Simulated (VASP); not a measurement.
Set up this calculation in VASP 6.6.1, as the native input.

```yaml
Task: single point
Functional: PBEsol
Potentials_or_basis: VASP PAW PBE potentials, release 64 (Ti_sv)
Cutoff: 520 eV
k_mesh: 17 × 17 × 9
Occupations: fermi-dirac, width 0.08 eV
Spin: no spin polarisation
Dipole_correction: no
Further_INCAR_settings: ALGO = Normal; EDIFF = 1e-06; NBANDS = 19
```

The structure of Ti lies in POSCAR:

```
Ti
1.0
    2.0093083521      0.0000000000      0.0000000000
   -1.0046541760      1.7401120769      0.0000000000
    0.0000000000      0.0000000000      3.8289295253
Ti
2
Direct
    0.3333333333      0.6666666667      0.2500000000
    0.6666666667      0.3333333333      0.7500000000
```

This cell differs from its parent crystal: volume scaled by 0.4.

These files were run (other wordings do the same):

INCAR

```
SYSTEM = Ti
PREC = Accurate ; ENCUT = 520
EDIFF = 1E-6 ; ISMEAR = -1
SIGMA = 0.08 ; LREAL = .FALSE.
LASPH = .TRUE. ; NELM = 80
ALGO = Normal ; ISIF = 2
LWAVE = .FALSE. ; LCHARG = .FALSE.
GGA = PS ; NBANDS = 19
```

KPOINTS

```
Automatic mesh
0
G
  17 17 9
  0 0 0
```

Potentials or basis: VASP PAW PBE potentials, release 64 (Ti_sv).

Run with:

```sh
$ cat potpaw_PBE.64/Ti_sv/POTCAR > POTCAR
$ mpirun -np 1 vasp_std > vasp.out
```

Results of the run:

* Pressure: 445.8 GPa
* Band gap on the k mesh: zero (band 12 reaches 23.80 eV, above the bottom of band 13 at 21.77 eV)

Caveat: the PAW data sets were made with another functional, which shifts forces and pressure a little.

Wall time 36 s on 1 thread of Intel Xeon 8259CL, on a shared host, peak memory 0.15 GiB.
